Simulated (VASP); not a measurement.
# Ge (Cmcm) in VASP: further runs

Ge is run at these levels: PBEsol; tasks: single point.

All numbers are computed with VASP 6.6.1; they aren't measurements. Logs are shortened: lines on timing, memory, paths and dates and some standing lists are left out, and cuts for length are marked.

## Step 1: The cell of the first run

The structure is orthorhombic, space group Cmcm (No. 63). Conventional cell: a = 3.142 Å, b = 5.478 Å, c = 4.242 Å, α = 90.00°, β = 90.00°, γ = 90.00°. Ge (site symmetry m2m) has 12 Ge at 2.79 to 3.16 Å within 3.7 Å.

This isn't the form of Ge at room conditions, which is diamond.

## Step 2: Single point, PBEsol

The input, INCAR:

```
SYSTEM = Ge
PREC     = Accurate       ! precision mode
ENCUT    = 520            ! plane-wave cutoff, eV
EDIFF    = 1E-6           ! SCF threshold, eV
ISMEAR   = 0              ! smearing method
SIGMA    = 0.15           ! smearing width, eV
LREAL    = .FALSE.        ! projectors in reciprocal space
LASPH    = .TRUE.         ! aspherical terms in the spheres
NELM     = 60             ! most SCF steps
ALGO     = Normal         ! electronic algorithm
ISIF     = 2              ! what is computed and relaxed
LWAVE    = .FALSE.        ! write WAVECAR
LCHARG   = .TRUE.         ! write CHGCAR
GGA      = PS             ! functional
LELF     = .TRUE.         ! ELF
LVHAR    = .TRUE.       
NBANDS   = 21             ! bands
```

The input, KPOINTS:

```
regular mesh
0
G
  20 20 12
  0 0 0
```

The input, POSCAR:

```
Ge
1.0
    1.5708886528     -2.7391286946      0.0000000000
    1.5708886528      2.7391286946      0.0000000000
    0.0000000000      0.0000000000      4.2421526066
Ge
2
Direct
    0.6665533700      0.3334466300      0.2500000000
    0.3334466300      0.6665533700      0.7500000000
```

Potentials or basis: VASP PAW PBE potentials, release 64 (Ge_d).

Run with:

```
> cat potpaw_PBE.64/Ge_d/POTCAR > POTCAR
> mpirun -np 1 vasp_std > vasp.out
```

OUTCAR:

```text
SYSTEM = Ge
   PREC = Accurate
   ENCUT = 520
   EDIFF = 1E-6
   ISMEAR = 0
   LREAL = .FALSE.
   LASPH = .TRUE.
   NELM = 60
   ISIF = 2
   GGA = PS

 ion  position               nearest neighbor table
   1  0.667  0.333  0.250-   2 2.79   2 2.79   2 2.79   2 2.79   2 2.80   2 2.80
   2  0.333  0.667  0.750-   1 2.79   1 2.79   1 2.79   1 2.79   1 2.80   1 2.80

  LATTYP: Found a base centered orthorhombic cell.
 ALAT       =     3.1417773056
 B/A-ratio  =     1.7436809985
 C/A-ratio  =     1.3502397509

  Lattice vectors:

 A1 = (   1.5708886528,  -2.7391286946,   0.0000000000)
 A2 = (   1.5708886528,   2.7391286946,   0.0000000000)
 A3 = (   0.0000000000,   0.0000000000,   4.2421526066)

Analysis of symmetry for initial positions (statically):
=====================================================================
 Subroutine PRICEL returns:
 Original cell was already a primitive cell.

 Routine SETGRP: Setting up the symmetry group for a
 base centered orthorhombic supercell.

 Subroutine GETGRP returns: Found  8 space group operations
 (whereof  4 operations were pure point group operations)
 out of a pool of  8 trial point group operations.

The static configuration has the point symmetry C_2h.
 The point group associated with its full space group is D_2h.

Analysis of symmetry for dynamics (positions and initial velocities):
=====================================================================
 Subroutine PRICEL returns:
 Original cell was already a primitive cell.

 Routine SETGRP: Setting up the symmetry group for a
 base centered orthorhombic supercell.

 Subroutine GETGRP returns: Found  8 space group operations
 (whereof  4 operations were pure point group operations)
 out of a pool of  8 trial point group operations.

The dynamic configuration has the point symmetry C_2h.
 The point group associated with its full space group is D_2h.

 Subroutine INISYM returns: Found  8 space group operations
 (whereof  4 operations are pure point group operations),
 and found     1 'primitive' translations

----------------------------------------------------------------------------------------

                                     Primitive cell

  volume of cell :      36.5068

  direct lattice vectors                    reciprocal lattice vectors
     1.570888653 -2.739128695  0.000000000     0.318291178 -0.182539799  0.000000000
     1.570888653  2.739128695  0.000000000     0.318291178  0.182539799  0.000000000
     0.000000000  0.000000000  4.242152607     0.000000000  0.000000000  0.235729379

  length of vectors
     3.157612574  3.157612574  4.242152607     0.366919681  0.366919681  0.235729379

  position of ions in fractional coordinates (direct lattice)
     0.666553370  0.333446630  0.250000000
     0.333446630  0.666553370  0.750000000

  ion indices of the primitive-cell ions
   primitive index   ion index
                 1           1
                 2           2

----------------------------------------------------------------------------------------

 KPOINTS: regular mesh

Automatic generation of k-mesh.
 Grid dimensions read from file:
 generate k-points for:   20   20   12

 Generating k-lattice:

  Cartesian coordinates                     Fractional coordinates (reciprocal lattice)
     0.015914559 -0.009126990  0.000000000     0.050000000  0.000000000  0.000000000
     0.015914559  0.009126990  0.000000000     0.000000000  0.050000000  0.000000000
     0.000000000  0.000000000  0.019644115     0.000000000  0.000000000  0.083333333

  Length of vectors
     0.018345984  0.018345984  0.019644115

  Shift w.r.t. Gamma in fractional coordinates (k-lattice)
     0.000000000  0.000000000  0.000000000

 Subroutine IBZKPT returns following result:
 ===========================================

 Found    777 irreducible k-points:

 Following reciprocal coordinates:
            Coordinates               Weight
  0.000000  0.000000  0.000000      1.000000
  0.050000  0.000000  0.000000      4.000000
  0.100000 -0.000000  0.000000      4.000000
  0.150000  0.000000  0.000000      4.000000
  0.200000 -0.000000  0.000000      4.000000
  0.250000  0.000000  0.000000      4.000000
[... 16 lines left out ...]
 -0.400000  0.050000  0.000000      4.000000
 -0.350000  0.050000  0.000000      4.000000
 [... further k-points ...]
   k-points           NKPTS =    777   k-points in BZ     NKDIM =    777   number of bands    NBANDS=     21
   number of dos      NEDOS =    301   number of ions     NIONS =      2
   total plane-waves  NPLWV =  18432
   dimension x,y,z NGX =    24 NGY =   24 NGZ =   32
   dimension x,y,z NGXF=    48 NGYF=   48 NGZF=   64
   ions per type =               2
   NGX,Y,Z   is equivalent  to a cutoff of  12.64, 12.64, 12.54 a.u.
   NGXF,Y,Z  is equivalent  to a cutoff of  25.27, 25.27, 25.08 a.u.
 SYSTEM =  Ge
   PREC   = accura    normal or accurate (medium, high low for compatibility)
   ISTART =      0    job   : 0-new  1-cont  2-samecut
   ICHARG =      2    charge: 1-file 2-atom 10-const
   ISPIN  =      1    spin polarized calculation?
   LNONCOLLINEAR =      F non collinear calculations
   LSORBIT =      F    spin-orbit coupling
   LASPH  =      T    aspherical Exc in radial PAW
   ENCUT  =  520.0 eV  38.22 Ry    6.18 a.u.   5.87  5.87  7.89*2*pi/ulx,y,z
   NELM   =     60;   NELMIN=  2; NELMDL= -5     # of ELM steps
   EDIFF  = 0.1E-05   stopping-criterion for ELM
   LREAL  =      F    real-space projection
   EDIFFG = 0.1E-04   stopping-criterion for IOM
   NSW    =      0    number of steps for IOM
   IBRION =     -1    ionic relax: 0-MD 1-quasi-New 2-CG
   NFREE  =      0    steps in history (QN), initial steepest desc. (CG)
   ISIF   =      2    stress and relaxation
   ISYM   =      2    0-nonsym 1-usesym 2-fastsym
   POTIM  = 0.5000    time-step for ionic-motion
   TEBEG  =    0.0;   TEEND  =   0.0 temperature during run
   PSTRESS=    0.0 pullay stress
   NELECT =      28.0000    total number of electrons
   NUPDOWN=      -1.0000    fix difference up-down
   EMIN   =  10.00;   EMAX   =-10.00  energy-range for DOS
   EFERMI =   0.00;   METHOD = LEGACY
   ISMEAR =     0;   SIGMA  =   0.15  broadening in eV -4-tet -1-fermi 0-gaus
   EFERMI_NEDOS =   21; number of points for ismear=-14 and -15
   IALGO  =     38    algorithm
   IMIX   =      4    mixing-type and parameters
     AMIX     =   0.40;   BMIX     =  1.00
     AMIX_MAG =   1.60;   BMIX_MAG =  1.00
  volume/ion in A,a.u.               =      18.25       123.18
  Fermi-wavevector in a.u.,A,eV,Ry     =   1.498544  2.831837 30.553703  2.245634
  Thomas-Fermi vector in A             =   2.610289
   LORBIT       =      0    0 simple, 1 ext, 2 COOP (PROOUT), +10 PAW based schemes
   GGA     = PS    functional components
   LHFCALC =     F    Hartree Fock is set to
   AEXX    =    0.0000 exact exchange contribution
   IVDW    =     0    specifies the selected vdW correction
   LEPSILON=     F    determine dielectric tensor
   LRPA    =     F    only Hartree local field effects (RPA)
 non-spin polarized calculation
 Gauss-broadening in eV      SIGMA  =   0.15
  energy-cutoff  :      520.00
  volume of cell :       36.51
 maximum number of plane-waves:      1008
   NGX = 11   NGY = 11   NGZ = 15

 number of electron      28.0000002 magnetization

 Free energy of the ion-electron system (eV)
  ---------------------------------------------------
  ext. energy  EPLUGINS =         0.00000000
  ---------------------------------------------------
  free energy    TOTEN  =        -9.22826303 eV

  energy without entropy =       -9.21743691  energy(sigma->0) =       -9.22284997

 E-fermi :   7.0136     XC(G=0): -11.5861

 val. band max:        7.0117601569   @ k =  -0.3500   0.1000   0.0000
 cond. band min:       7.0181667833   @ k =   0.4000   0.3500   0.0000
 fundamental gap:      0.0064066264
 Fermi energy:         7.0135599890

 k-point     1 :       0.0000    0.0000    0.0000
  band No.  band energies     occupation
      1     -17.6812      2.00000
      2     -17.6811      2.00000
      3     -17.6808      2.00000
      4     -17.6638      2.00000
      5     -17.6610      2.00000
      6     -17.6502      2.00000
[... 13 lines left out ...]
     20      18.2730      0.00000
     21      20.4384      0.00000

 k-point     2 :       0.0500    0.0000    0.0000
  band No.  band energies     occupation
      1     -17.6822      2.00000
      2     -17.6818      2.00000
      3     -17.6812      2.00000
      4     -17.6640      2.00000
      5     -17.6612      2.00000
      6     -17.6485      2.00000
[... 13 lines left out ...]
     20      18.3305      0.00000
     21      20.3359      0.00000

 k-point     3 :       0.1000   -0.0000    0.0000
  band No.  band energies     occupation
      1     -17.6851      2.00000
      2     -17.6848      2.00000
      3     -17.6823      2.00000
      4     -17.6660      2.00000
      5     -17.6582      2.00000
      6     -17.6439      2.00000
[... 13 lines left out ...]
     20      18.1605      0.00000
     21      20.2052      0.00000

 k-point     4 :       0.1500    0.0000    0.0000
  band No.  band energies     occupation
      1     -17.6906      2.00000
      2     -17.6896      2.00000
      3     -17.6839      2.00000
      4     -17.6669      2.00000
      5     -17.6527      2.00000
      6     -17.6369      2.00000
[... 13 lines left out ...]
     20      18.6599      0.00000
     21      20.3089      0.00000

 k-point     5 :       0.2000   -0.0000    0.0000
  band No.  band energies     occupation
      1     -17.6985      2.00000
      2     -17.6949      2.00000
      3     -17.6863      2.00000
      4     -17.6664      2.00000
      5     -17.6457      2.00000
      6     -17.6281      2.00000
[... 13 lines left out ...]
     20      19.8161      0.00000
     21      20.2044      0.00000

 k-point     6 :       0.2500    0.0000    0.0000
  band No.  band energies     occupation
      1     -17.7070      2.00000
      2     -17.7006      2.00000
      3     -17.6892      2.00000
      4     -17.6652      2.00000
      5     -17.6380      2.00000
      6     -17.6184      2.00000
[... 13 lines left out ...]
     20      19.5329      0.00000
     21      20.1937      0.00000

 k-point     7 :       0.3000    0.0000    0.0000
  band No.  band energies     occupation
      1     -17.7150      2.00000
      2     -17.7061      2.00000
      3     -17.6924      2.00000
      4     -17.6640      2.00000
      5     -17.6302      2.00000
      6     -17.6095      2.00000
[... 13 lines left out ...]
     20      18.9944      0.00000
     21      19.7949      0.00000
[... 291 lines left out ...]
      1     -17.7298      2.00000
      2     -17.7216      2.00000
      3     -17.6958      2.00000
      4     -17.6617      2.00000
      5     -17.6151      2.00000
      6     -17.5931      2.00000
[... 13 lines left out ...]
     20      17.1622      0.00000
     21      20.0992      0.00000

 k-point    21 :       0.5000    0.0500    0.0000
  band No.  band energies     occupation
      1     -17.7298      2.00000
      2     -17.7216      2.00000
      3     -17.6958      2.00000
      4     -17.6616      2.00000
      5     -17.6152      2.00000
      6     -17.5931      2.00000
[... 13 lines left out ...]
     20      17.1540      0.00000
     21      20.1086      0.00000

 k-point    22 :      -0.4500    0.0500    0.0000
  band No.  band energies     occupation
      1     -17.7275      2.00000
      2     -17.7198      2.00000
      3     -17.6947      2.00000
      4     -17.6622      2.00000
      5     -17.6174      2.00000
      6     -17.5955      2.00000
[... 13 lines left out ...]
     20      17.2596      0.00000
     21      20.2110      0.00000

 k-point    23 :      -0.4000    0.0500    0.0000
  band No.  band energies     occupation
      1     -17.7231      2.00000
      2     -17.7163      2.00000
      3     -17.6930      2.00000
      4     -17.6633      2.00000
      5     -17.6215      2.00000
      6     -17.6002      2.00000
[... 13 lines left out ...]
     20      17.4806      0.00000
     21      20.4061      0.00000

 k-point    24 :      -0.3500    0.0500    0.0000
  band No.  band energies     occupation
      1     -17.7170      2.00000
      2     -17.7115      2.00000
      3     -17.6908      2.00000
      4     -17.6652      2.00000
      5     -17.6268      2.00000
      6     -17.6069      2.00000
[... 13 lines left out ...]
     20      17.8209      0.00000
     21      20.6934      0.00000

 [... further k-points ...]

------------------------ aborting loop because EDIFF is reached ----------------------------------------

  FORCE on cell =-STRESS in cart. coord.  units (eV):
  Direction    XX          YY          ZZ          XY          YZ          ZX
  --------------------------------------------------------------------------------------
  -------------------------------------------------------------------------------------
  Total        0.1815124      0.1696783      1.0105948      0.0000000     -0.0000000      0.0000000
  in kB        7.9660437      7.4466814     44.3520307      0.0000000     -0.0000000      0.0000000
  external PRESSURE =      19.9215852 kB  Pullay stress =       0.0000000 kB

 VOLUME and BASIS-vectors are now :
 -----------------------------------------------------------------------------
  energy-cutoff  :      520.00
  volume of cell :       36.51
      direct lattice vectors                 reciprocal lattice vectors
     1.570888653 -2.739128695  0.000000000     0.318291178 -0.182539799  0.000000000
     1.570888653  2.739128695  0.000000000     0.318291178  0.182539799  0.000000000
     0.000000000  0.000000000  4.242152607     0.000000000  0.000000000  0.235729379

 POSITION                                       TOTAL-FORCE (eV/Angst)
 -----------------------------------------------------------------------------------
      1.57089     -0.91242      1.06054         0.000000      0.009939     -0.000000
      1.57089      0.91242      3.18161         0.000000     -0.009939      0.000000
 -----------------------------------------------------------------------------------
    total drift:                                0.000000     -0.000000      0.000000

  FREE ENERGIE OF THE ION-ELECTRON SYSTEM (eV)
  ---------------------------------------------------
  free  energy   TOTEN  =        -9.2282630312 eV

  energy  without entropy=       -9.2174369113  energy(sigma->0) =       -9.22284997
```

Run time: 11 min. Hardware: 1 thread of Intel Xeon 8259CL, shared host; peak memory 0.5 GiB.

What came out:

| Quantity | Value |
| --- | --- |
| Free energy | -9.2283 eV |
| Pressure | 2.0 GPa |
| Largest force | 0.010 eV/Å |
| Band gap on the k mesh | zero (bands 14 and 15 overlap by 8.62 eV) |

Forces on the atoms (eV/Å):
```
Ge   0.000  0.010  0.000
Ge   0.000 -0.010  0.000
```

Stress tensor (GPa, compression positive):
```
0.80 0.00 0.00
0.00 0.74 0.00
0.00 0.00 4.44
```

Levels at points of the mesh, in eV from the Fermi level:
| k point | band 11 | band 12 | band 13 | band 14 | band 15 | band 16 | band 17 | band 18 |
| --- | --- | --- | --- | --- | --- | --- | --- | --- |
| (0.00, 0.00, 0.00) | -13.54 | -5.44 | -4.83 | 4.29 | 4.39 | 7.01 | 7.11 | 8.63 |
| (0.50, 0.00, 0.00) | -9.32 | -7.73 | -1.14 | -0.82 | 0.35 | 0.73 | 1.68 | 5.03 |
| (0.50, 0.50, 0.00) | -9.39 | -7.76 | -1.15 | -0.88 | 0.33 | 0.86 | 1.66 | 5.13 |
| (0.00, 0.00, 0.50) | -11.44 | -11.44 | 4.70 | 4.70 | 5.90 | 5.90 | 5.99 | 5.99 |
| (0.50, 0.00, 0.50) | -7.47 | -7.47 | -5.09 | -5.09 | 2.90 | 2.90 | 5.25 | 5.25 |
| (0.50, 0.50, 0.50) | -7.53 | -7.53 | -5.11 | -5.11 | 3.04 | 3.04 | 5.37 | 5.37 |

Caveat: the PAW data sets were made with another functional, which shifts forces and pressure a little.

[end of part 1 of 2]
